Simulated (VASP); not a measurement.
# ScAl3N4 (Pmn2_1) in VASP: notebook

Runs on ScAl3N4. Level: PBE. Tasks: relaxation of cell and atoms, single point.

All numbers are computed with VASP 6.6.1; they aren't measurements. Logs are shortened: lines on timing, memory, paths and dates and some standing lists are left out, and cuts for length are marked.

### Step 1. The cell of the first run

It takes space group Pmn2_1 (No. 31, orthorhombic). Conventional cell: a = 6.450 Å, b = 5.580 Å, c = 5.100 Å, α = 90.00°, β = 90.00°, γ = 90.00°. Sc (site symmetry m) has 4 N at 1.84 to 1.96 Å within 2.4 Å. Al (site symmetry m) has 4 N at 1.93 to 1.96 Å within 2.6 Å. Within 2.6 Å of Al (site symmetry 1) lie 4 N at 1.96 to 2.01 Å. Within 2.4 Å of N (site symmetry m) lie 1 Sc at 1.84 Å and 3 Al at 1.96 to 2.01 Å. Within 2.5 Å of N (site symmetry m) lie 1 Sc at 1.89 Å and 3 Al at 1.95 to 1.96 Å. N (site symmetry 1) has 3 Al at 1.93 to 2.01 Å and 1 Sc at 1.96 Å within 2.6 Å.

### Step 2. Relaxation of cell and atoms, PBE

File INCAR:

```
SYSTEM = ScAl3N4
ALGO = Normal ; EDIFF = 1E-6
EDIFFG = -0.08 ; ENCUT = 600
GGA = PE ; IBRION = 2
ISIF = 3 ; ISMEAR = 0
LASPH = .True. ; LCHARG = .False.
LREAL = Auto ; LWAVE = .False.
NELM = 80 ; NSW = 36
PREC = Accurate ; SIGMA = 0.15
```

File KPOINTS:

```
k-points
0
Gamma
  2 2 3
  0 0 0
```

File POSCAR:

```
ScAl3N4
1.0
    6.4500000000      0.0000000000      0.0000000000
    0.0000000000      5.5800000000      0.0000000000
    0.0000000000      0.0000000000      5.1000000000
Sc Al N
2 6 8
Direct
    0.0000000000      0.8280000000      0.0000000000
    0.5000000000      0.1720000000      0.5000000000
    0.0000000000      0.1500000000      0.5000000000
    0.5000000000      0.8500000000      0.0000000000
    0.2470000000      0.3260000000      0.0100000000
    0.7470000000      0.6740000000      0.5100000000
    0.2530000000      0.6740000000      0.5100000000
    0.7530000000      0.3260000000      0.0100000000
    0.0000000000      0.1400000000      0.8850000000
    0.0000000000      0.8220000000      0.3700000000
    0.2420000000      0.3300000000      0.3950000000
    0.7580000000      0.3300000000      0.3950000000
    0.5000000000      0.8600000000      0.3850000000
    0.5000000000      0.1780000000      0.8700000000
    0.7420000000      0.6700000000      0.8950000000
    0.2580000000      0.6700000000      0.8950000000
```

Potentials or basis: VASP PAW PBE potentials, release 64 (Sc_sv, Al, N).

On the command line:

```console
cat potpaw_PBE.64/Sc_sv/POTCAR potpaw_PBE.64/Al/POTCAR potpaw_PBE.64/N/POTCAR > POTCAR
mpirun -np 1 vasp_std > vasp.out
```

OUTCAR:

```text
SYSTEM = ScAl3N4
   EDIFF = 1E-6
   EDIFFG = -0.08
   ENCUT = 600
   GGA = PE
   IBRION = 2
   ISIF = 3
   ISMEAR = 0
   LASPH = .True.
   LREAL = Auto
   NELM = 80
   NSW = 36
   PREC = Accurate

 ion  position               nearest neighbor table
   1  0.000  0.828  0.000-   9 1.84  10 1.89  15 1.96  16 1.96   6 3.11   7 3.11   3 3.12   3 3.12
                             6 3.19   7 3.19   8 3.20   5 3.20   5 3.22   8 3.22   4 3.23   4 3.23
   2  0.500  0.172  0.500-  13 1.84  14 1.89  11 1.96  12 1.96   5 3.11   8 3.11   4 3.12   4 3.12
                             5 3.19   8 3.19   6 3.20   7 3.20   6 3.22   7 3.22   3 3.23   3 3.23
   3  0.000  0.150  0.500-  11 1.93  12 1.93  10 1.95   9 1.96   6 3.12   7 3.12   1 3.12   1 3.12
                             8 3.12   5 3.12   5 3.20   8 3.20   2 3.23   2 3.23   6 3.35   7 3.35
   4  0.500  0.850  0.000-  15 1.93  16 1.93  14 1.95  13 1.96   5 3.12   8 3.12   2 3.12   2 3.12
                             6 3.12   7 3.12   6 3.20   7 3.20   1 3.23   1 3.23   8 3.35   5 3.35
   5  0.247  0.326  0.010-  14 1.96  11 1.96   9 2.01  16 2.01   2 3.11   4 3.12   3 3.12   8 3.19
                             2 3.19   1 3.20   3 3.20   7 3.21   7 3.21   1 3.22   8 3.26   4 3.35
   6  0.747  0.674  0.510-  10 1.96  15 1.96  13 2.01  12 2.01   1 3.11   3 3.12   4 3.12   7 3.19
                             1 3.19   2 3.20   4 3.20   8 3.21   8 3.21   2 3.22   7 3.26   3 3.35
   7  0.253  0.674  0.510-  10 1.96  16 1.96  13 2.01  11 2.01   1 3.11   3 3.12   4 3.12   6 3.19
                             1 3.19   2 3.20   4 3.20   5 3.21   5 3.21   2 3.22   6 3.26   3 3.35
   8  0.753  0.326  0.010-  14 1.96  12 1.96   9 2.01  15 2.01   2 3.11   4 3.12   3 3.12   5 3.19
                             2 3.19   1 3.20   3 3.20   6 3.21   6 3.21   1 3.22   5 3.26   4 3.35
   9  0.000  0.140  0.885-   1 1.84   3 1.96   5 2.01   8 2.01
  10  0.000  0.822  0.370-   1 1.89   3 1.95   6 1.96   7 1.96
  11  0.242  0.330  0.395-   3 1.93   2 1.96   5 1.96   7 2.01
  12  0.758  0.330  0.395-   3 1.93   2 1.96   8 1.96   6 2.01
  13  0.500  0.860  0.385-   2 1.84   4 1.96   6 2.01   7 2.01
  14  0.500  0.178  0.870-   2 1.89   4 1.95   5 1.96   8 1.96
  15  0.742  0.670  0.895-   4 1.93   1 1.96   6 1.96   8 2.01
  16  0.258  0.670  0.895-   4 1.93   1 1.96   7 1.96   5 2.01

  LATTYP: Found a simple orthorhombic cell.
 ALAT       =     5.1000000000
 B/A-ratio  =     1.0941176471
 C/A-ratio  =     1.2647058824

  Lattice vectors:

 A1 = (   0.0000000000,   0.0000000000,  -5.1000000000)
 A2 = (   0.0000000000,   5.5800000000,   0.0000000000)
 A3 = (   6.4500000000,   0.0000000000,   0.0000000000)

Analysis of symmetry for initial positions (statically):
=====================================================================
 Subroutine PRICEL returns:
 Original cell was already a primitive cell.

 Routine SETGRP: Setting up the symmetry group for a
 simple orthorhombic supercell.

 Subroutine GETGRP returns: Found  4 space group operations
 (whereof  2 operations were pure point group operations)
 out of a pool of  8 trial point group operations.

The static configuration has the point symmetry C_1h.
 The point group associated with its full space group is C_2v.

Analysis of symmetry for dynamics (positions and initial velocities):
=====================================================================
 Subroutine PRICEL returns:
 Original cell was already a primitive cell.

 Routine SETGRP: Setting up the symmetry group for a
 simple orthorhombic supercell.

 Subroutine GETGRP returns: Found  4 space group operations
 (whereof  2 operations were pure point group operations)
 out of a pool of  8 trial point group operations.

The dynamic configuration has the point symmetry C_1h.
 The point group associated with its full space group is C_2v.

 Subroutine INISYM returns: Found  4 space group operations
 (whereof  2 operations are pure point group operations),
 and found     1 'primitive' translations

----------------------------------------------------------------------------------------

                                     Primitive cell

  volume of cell :     183.5541

  direct lattice vectors                    reciprocal lattice vectors
     6.450000000  0.000000000  0.000000000     0.155038760  0.000000000  0.000000000
     0.000000000  5.580000000  0.000000000     0.000000000  0.179211470  0.000000000
     0.000000000  0.000000000  5.100000000     0.000000000  0.000000000  0.196078431

  length of vectors
     6.450000000  5.580000000  5.100000000     0.155038760  0.179211470  0.196078431

  position of ions in fractional coordinates (direct lattice)
     0.000000000  0.828000000  0.000000000
     0.500000000  0.172000000  0.500000000
     0.000000000  0.150000000  0.500000000
     0.500000000  0.850000000  0.000000000
     0.247000000  0.326000000  0.010000000
     0.747000000  0.674000000  0.510000000
[... 8 lines left out ...]
[... 65 lines left out ...]
   LSORBIT =      F    spin-orbit coupling
   LASPH  =      T    aspherical Exc in radial PAW
   ENCUT  =  600.0 eV  44.10 Ry    6.64 a.u.  12.88 11.14 10.19*2*pi/ulx,y,z
   NELM   =     80;   NELMIN=  2; NELMDL= -5     # of ELM steps
   EDIFF  = 0.1E-05   stopping-criterion for ELM
   LREAL  =      T    real-space projection
   EDIFFG = -.8E-01   stopping-criterion for IOM
   NSW    =     36    number of steps for IOM
   IBRION =      2    ionic relax: 0-MD 1-quasi-New 2-CG
   NFREE  =      1    steps in history (QN), initial steepest desc. (CG)
   ISIF   =      3    stress and relaxation
   ISYM   =      2    0-nonsym 1-usesym 2-fastsym
   POTIM  = 0.5000    time-step for ionic-motion
   TEBEG  =    0.0;   TEEND  =   0.0 temperature during run
   PSTRESS=    0.0 pullay stress
   NELECT =      80.0000    total number of electrons
   NUPDOWN=      -1.0000    fix difference up-down
   EMIN   =  10.00;   EMAX   =-10.00  energy-range for DOS
   EFERMI =   0.00;   METHOD = LEGACY
   ISMEAR =     0;   SIGMA  =   0.15  broadening in eV -4-tet -1-fermi 0-gaus
   EFERMI_NEDOS =   21; number of points for ismear=-14 and -15
   IALGO  =     38    algorithm
   IMIX   =      4    mixing-type and parameters
     AMIX     =   0.40;   BMIX     =  1.00
     AMIX_MAG =   1.60;   BMIX_MAG =  1.00
  volume/ion in A,a.u.               =      11.47        77.42
  Fermi-wavevector in a.u.,A,eV,Ry     =   1.241224  2.345573 20.961636  1.540637
  Thomas-Fermi vector in A             =   2.375631
   LORBIT       =      0    0 simple, 1 ext, 2 COOP (PROOUT), +10 PAW based schemes
   GGA     = PE    functional components
   LHFCALC =     F    Hartree Fock is set to
   AEXX    =    0.0000 exact exchange contribution
   IVDW    =     0    specifies the selected vdW correction
   LEPSILON=     F    determine dielectric tensor
   LRPA    =     F    only Hartree local field effects (RPA)
 conjugate gradient relaxation of ions
 non-spin polarized calculation
 Gauss-broadening in eV      SIGMA  =   0.15
  energy-cutoff  :      600.00
  volume of cell :      183.55
 maximum number of plane-waves:      6154
 NGX is ok and might be reduce to    54
   NGX = 25   NGY = 23   NGZ = 21

--------------------------------------- Ionic step        1  -------------------------------------------

 number of electron      79.9999996 magnetization

 Free energy of the ion-electron system (eV)
  ---------------------------------------------------
  ext. energy  EPLUGINS =         0.00000000
  ---------------------------------------------------
  free energy    TOTEN  =      -120.65023058 eV

  energy without entropy =     -120.65023058  energy(sigma->0) =     -120.65023058

------------------------ aborting loop because EDIFF is reached ----------------------------------------

  FORCE on cell =-STRESS in cart. coord.  units (eV):
  Direction    XX          YY          ZZ          XY          YZ          ZX
  --------------------------------------------------------------------------------------
  -------------------------------------------------------------------------------------
  Total        6.8758805      9.2428273      8.1288910      0.0000000      0.0000000      0.0000000
  in kB       60.0170736     80.6772959     70.9541482      0.0000000      0.0000000      0.0000000
  external PRESSURE =      70.5495059 kB  Pullay stress =       0.0000000 kB
[... 131 lines left out ...]
  FREE ENERGIE OF THE ION-ELECTRON SYSTEM (eV)
  ---------------------------------------------------
  free  energy   TOTEN  =      -123.6961578613 eV

  energy  without entropy=     -123.6961578613  energy(sigma->0) =     -123.69615786

[... ionic steps 4 to 9 ...]

--------------------------------------- Ionic step       10  -------------------------------------------

 number of electron      79.9999997 magnetization

------------------------ aborting loop because EDIFF is reached ----------------------------------------

  FORCE on cell =-STRESS in cart. coord.  units (eV):
  Direction    XX          YY          ZZ          XY          YZ          ZX
  --------------------------------------------------------------------------------------
  -------------------------------------------------------------------------------------
  Total       -0.6456334      0.2590775     -0.1597385      0.0000000      0.0000000      0.0000000
  in kB       -5.6135288      2.2525777     -1.3888634      0.0000000      0.0000000      0.0000000
  external PRESSURE =      -1.5832715 kB  Pullay stress =       0.0000000 kB
[... 85 lines left out ...]
  energy  without entropy=     -124.4880611520  energy(sigma->0) =     -124.48806115

--------------------------------------- Ionic step       12  -------------------------------------------

 number of electron      79.9999996 magnetization

 Free energy of the ion-electron system (eV)
  ---------------------------------------------------
  ext. energy  EPLUGINS =         0.00000000
  ---------------------------------------------------
  free energy    TOTEN  =      -124.49041135 eV

  energy without entropy =     -124.49041135  energy(sigma->0) =     -124.49041135

 E-fermi :   5.6689     XC(G=0): -10.7506

 val. band max:        4.9439328217   @ k =   0.0000   0.0000   0.0000
 cond. band min:       8.6171908140   @ k =   0.0000   0.0000   0.0000
 fundamental gap:      3.6732579923
 Fermi energy:         5.6689073626

 k-point     1 :       0.0000    0.0000    0.0000
  band No.  band energies     occupation
      1     -42.2159      2.00000
      2     -42.2154      2.00000
      3     -20.9728      2.00000
      4     -20.9623      2.00000
      5     -20.9561      2.00000
      6     -20.9512      2.00000
[... 448 lines left out ...]
  FREE ENERGIE OF THE ION-ELECTRON SYSTEM (eV)
  ---------------------------------------------------
  free  energy   TOTEN  =      -124.4904113516 eV

  energy  without entropy=     -124.4904113516  energy(sigma->0) =     -124.49041135

 reached required accuracy - stopping structural energy minimisation
```

It took 14 min on 1 thread of Intel Xeon 6975P-C (Granite Rapids), shared host; peak memory 0.37 GiB.

Results:

```yaml
Free_energy: -124.4904 eV
Relaxed_volume: 11.50 Å³/atom
Relaxed_cell: a = 6.480 Å, b = 5.608 Å, c = 5.066 Å, α = 90.00°, β = 90.00°, γ = 90.00°
Space_group_after_relaxing_to_0.1_Å: Pmn2_1 (No. 31)
Energy_gained_by_relaxing: 240.0 meV/atom
Ionic_steps: 12
Pressure_after_relaxing: 0.1 GPa
Largest_force_after_relaxing: 0.034 eV/Å
Band_gap_on_the_k_mesh: 3.67 eV
```

Forces on the atoms (eV/Å):
```
Sc   0.000 -0.003 -0.021
Sc   0.000  0.003 -0.021
Al   0.000 -0.031  0.015
Al   0.000  0.031  0.015
Al  -0.007  0.020  0.002
Al  -0.007 -0.020  0.002
Al   0.007 -0.020  0.002
Al   0.007  0.020  0.002
N    0.000  0.004 -0.002
N    0.000 -0.026  0.016
N    0.025 -0.003 -0.006
N   -0.025 -0.003 -0.006
N    0.000 -0.004 -0.002
N    0.000  0.026  0.016
N    0.025  0.003 -0.006
N   -0.025  0.003 -0.006
```

The path:
```csv
step,energy change (eV),largest force (eV/Å),pressure (GPa),volume (Å³)
1,0.0000,6.5279,7.05,183.55
2,-2.7447,1.4656,-10.39,197.30
3,-3.0459,1.2632,-7.09,193.00
4,-3.6211,0.7223,3.34,180.83
5,-3.6271,0.7550,2.24,181.87
6,-3.7586,0.2930,0.29,183.84
7,-3.7792,0.3995,-0.75,184.96
8,-3.8241,0.1815,0.01,184.14
9,-3.8285,0.2431,0.34,183.79
10,-3.8378,0.0919,-0.16,184.27
11,-3.8378,0.0862,-0.13,184.24
12,-3.8402,0.0340,0.05,184.08
```

Final structure:
```cif
data_structure
_symmetry_space_group_name_H-M 'P 1'
_symmetry_Int_Tables_number 1
_cell_length_a 6.4801
_cell_length_b 5.6076
_cell_length_c 5.0657
_cell_angle_alpha 90.000
_cell_angle_beta 90.000
_cell_angle_gamma 90.000
_cell_volume 184.08
loop_
_atom_site_label
_atom_site_type_symbol
_atom_site_fract_x
_atom_site_fract_y
_atom_site_fract_z
_atom_site_occupancy
Sc1 Sc 0.00000 0.83639 0.99125 1
Sc2 Sc 0.50000 0.16361 0.49125 1
Al1 Al 0.00000 0.17974 0.50494 1
Al2 Al 0.50000 0.82026 0.00494 1
Al3 Al 0.25042 0.33726 0.00446 1
Al4 Al 0.75042 0.66274 0.50446 1
Al5 Al 0.24958 0.66274 0.50446 1
Al6 Al 0.74958 0.33726 0.00446 1
N1 N 0.00000 0.19599 0.88103 1
N2 N 0.00000 0.84234 0.41928 1
N3 N 0.23372 0.34466 0.37978 1
N4 N 0.76628 0.34466 0.37978 1
N5 N 0.50000 0.80401 0.38103 1
N6 N 0.50000 0.15766 0.91928 1
N7 N 0.73372 0.65534 0.87978 1
N8 N 0.26628 0.65534 0.87978 1
```

Caveat: the k points lie up to 0.56 Å⁻¹ apart in the final cell; an odd mesh through Γ misses points on the zone boundary, where band edges can lie; the relaxation stopped at a loose force limit of 0.08 eV/Å, so its end isn't a converged minimum.

### Step 3. Single point, PBE (10.13 Å³/atom)

This run uses another cell than the first one, of 10.13 Å³/atom.

File INCAR:

```
  PREC = Accurate
  ENCUT = 520
  EDIFF = 1E-6
  ISMEAR = 0
  SIGMA = 0.02
  LREAL = Auto
  LASPH = True
  NELM = 100
  ALGO = Normal
  ISIF = 2
  LWAVE = False
  LCHARG = True
  GGA = PE
  LELF = True
  LVHAR = True
  NBANDS = 54
```

File KPOINTS:

```
regular mesh
0
Gamma
  4 4 6
```

File POSCAR:

```
ScAl3N4
1.0
    6.3109441305      0.0000000000      0.0000000000
    0.0000000000      5.4499264662      0.0000000000
    0.0000000000      0.0000000000      4.7129369438
Sc Al N
2 6 8
Direct
    0.0000000000      0.8368038693      0.9801380730
    0.5000000000      0.1631961307      0.4801380730
    0.0000000000      0.1771719732      0.4987391597
    0.5000000000      0.8228280268     -0.0012608403
    0.2510547786      0.3369149846     -0.0023682423
    0.7510547786      0.6630850154      0.4976317577
    0.2489452214      0.6630850154      0.4976317577
    0.7489452214      0.3369149846     -0.0023682423
    0.0000000000      0.1970590377      0.8893580210
    0.0000000000      0.8412330411      0.4260093379
    0.2336935778      0.3437903468      0.3877459464
    0.7663064222      0.3437903468      0.3877459464
    0.5000000000      0.8029409623      0.3893580210
    0.5000000000      0.1587669589      0.9260093379
    0.7336935778      0.6562096532      0.8877459464
    0.2663064222      0.6562096532      0.8877459464
```

Potentials or basis: VASP PAW PBE potentials, release 64 (Sc_sv, Al, N).

On the command line:

```console
cat potpaw_PBE.64/Sc_sv/POTCAR potpaw_PBE.64/Al/POTCAR potpaw_PBE.64/N/POTCAR > POTCAR
mpirun -np 1 vasp_std > vasp.out
```

Wall time 3.7 min (1 thread of Intel Xeon 6975P-C (Granite Rapids), shared host); peak memory 0.36 GiB.

It converged, with:

```
Free energy            : -122.7318 eV
Pressure               : 27.8 GPa
Largest force          : 0.079 eV/Å
Band gap on the k mesh : 3.43 eV (least direct gap 3.46 eV)
```

Forces in eV/Å, atoms in the order of the input:
```
Sc   0.000  0.004  0.011
Sc   0.000 -0.004  0.011
Al   0.000 -0.001 -0.002
Al   0.000  0.001 -0.002
Al  -0.003 -0.005 -0.001
Al  -0.003  0.005 -0.001
Al   0.003  0.005 -0.001
Al   0.003 -0.005 -0.001
N    0.000  0.075 -0.016
N    0.000  0.002  0.042
N   -0.067  0.037 -0.017
N    0.067  0.037 -0.017
N    0.000 -0.075 -0.016
N    0.000 -0.002  0.042
N   -0.067 -0.037 -0.017
N    0.067 -0.037 -0.017
```

Stress tensor (GPa, compression positive):
```
27.83  0.00  0.00
 0.00 27.83  0.00
 0.00  0.00 27.74
```

Levels at points of the mesh, in eV from the valence-band top:
```
           k point  band 36  band 37  band 38  band 39  band 40  band 41  band 42  band 43  band 44  band 45
(0.00, 0.00, 0.00)    -1.07    -1.07    -0.86    -0.57     0.00     3.65     3.92     4.19     4.34     4.75
(0.50, 0.00, 0.00)    -1.08    -0.89    -0.89    -0.23    -0.23     3.64     3.64     4.83     4.83     5.11
(0.00, 0.50, 0.00)    -0.71    -0.70    -0.63    -0.41    -0.25     3.95     4.29     4.37     4.40     5.02
(0.50, 0.50, 0.00)    -0.89    -0.55    -0.55    -0.37    -0.37     4.22     4.22     4.63     4.63     4.88
(0.00, 0.00, 0.50)    -1.12    -0.85    -0.85    -0.77    -0.77     4.34     4.34     5.04     5.04     5.11
(0.50, 0.00, 0.50)    -1.04    -0.76    -0.76    -0.65    -0.65     4.77     4.77     5.02     5.02     5.31
(0.00, 0.50, 0.50)    -1.31    -0.80    -0.80    -0.68    -0.68     4.59     4.59     4.89     4.89     5.25
(0.50, 0.50, 0.50)    -1.23    -0.71    -0.71    -0.55    -0.55     4.60     4.60     5.07     5.07     5.16
```

Caveat: the cell stands under pressure.
